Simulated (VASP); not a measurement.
Wanted: the native input for a VASP 6.6.1 run.

| Quantity | Value |
| --- | --- |
| Task | single point |
| Functional | PBEsol |
| Potentials or basis | VASP PAW PBE potentials, release 64 (Mo_sv, Se) |
| Cutoff | 520 eV |
| k mesh | 14 × 14 × 14 |
| Occupations | gaussian, width 0.05 eV |
| Spin | no spin polarisation |
| Hubbard terms | Mo d U = 4.0 eV |
| Dipole correction | no |
| Further INCAR settings | ALGO = Normal; EDIFF = 1e-06; NBANDS = 17 |

The structure of MoSe lies in POSCAR:

```
MoSe
1.0
    0.0000000000      2.5748516654      2.5748516654
    2.5748516654      0.0000000000      2.5748516654
    2.5748516654      2.5748516654      0.0000000000
Mo Se
1 1
Direct
    0.0000000000      0.0000000000      0.0000000000
    0.5000000000      0.5000000000      0.5000000000
```

The input as run:

INCAR

```
SYSTEM = MoSe
ALGO = Normal
EDIFF = 1E-6
ENCUT = 520
GGA = PS
ISIF = 2
ISMEAR = 0
LASPH = .TRUE.
LCHARG = .TRUE.
LDAU = .TRUE.
LDAUJ = 0 0
LDAUL = 2 -1
LDAUPRINT = 1
LDAUTYPE = 2
LDAUU = 4 0
LELF = .TRUE.
LMAXMIX = 4
LREAL = .FALSE.
LVHAR = .TRUE.
LWAVE = .FALSE.
NBANDS = 17
NELM = 150
PREC = Accurate
SIGMA = 0.05
```

KPOINTS

```
k-points
0
G
  14 14 14
  0 0 0
```

Potentials or basis: VASP PAW PBE potentials, release 64 (Mo_sv, Se).

Command:

```bash
$ cat potpaw_PBE.64/Mo_sv/POTCAR potpaw_PBE.64/Se/POTCAR > POTCAR
$ mpirun -np 1 vasp_std > vasp.out
```

It gave:

```
Pressure               : 4.0 GPa
Band gap on the k mesh : zero (band 10 reaches 10.49 eV, above the bottom of band 11 at 7.95 eV)
```

Caveat: the PAW data sets were made with another functional, which shifts forces and pressure a little; U without spin polarisation on a metal has little footing.

It took 40 s on 1 thread of AMD EPYC 9R45 96-Core Processor (Zen 5), with other jobs on the host, peak memory 0.17 GiB.
